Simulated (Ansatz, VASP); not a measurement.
## BaTiO3 in VASP and in Ansatz

```xyz
5
Lattice="2.8831 1.6646 2.3632 -2.8831 1.6646 2.3632 0.0000 -3.3291 2.3632" Properties=species:S:1:pos:R:3 pbc="T T T"
Ba    0.0000    0.0000    0.0000
Ti    0.0000    0.0000    3.6440
O     0.0000   -1.6309    4.6430
O    -1.4124    0.8155    4.6430
O     1.4124    0.8155    4.6430
```

Change from the starting cell: volume scaled by 1.06, crystal datasets.

Alike in both runs: task electric field gradients; functional PBE; k mesh 9 × 9 × 9; occupations fermi-dirac, width 0.05 eV; no spin polarisation.

|  | VASP | Ansatz |
| --- | --- | --- |
| version | VASP 6.6.1 | Ansatz 0.2.0 |
| potentials or method | VASP PAW PBE potentials, release 64 (Ba_sv, Ti_sv, O), cutoff 520 eV | all-electron PAW with datasets made for the crystal, scalar-relativistic |

Ansatz gave:

| Item | Value |
| --- | --- |
| gap on the k mesh at the Fermi level (eV) | 2.28 |
| pressure (GPa) | -4.2 |
| traceless stress, the component that is largest in VASP (GPa) | 0.19 |
| rms of the force components (eV/Å) | 0.180 |
| size of Vzz on the site where it differs most (V/Å²) | 10.4 |

**Question.** Estimate VASP's values.

**Answer.** gap on the k mesh at the Fermi level (eV): 2.24; pressure (GPa): -2.7; traceless stress, the component that is largest in VASP (GPa): 0.15; rms of the force components (eV/Å): 0.156; size of Vzz on the site where it differs most (V/Å²): 9.9.

Atom by atom the forces differ by 0.025 eV/Å (rms over components). Ansatz ran all-electron here, and VASP with PAW potentials.

Spin-orbit coupling is off throughout.
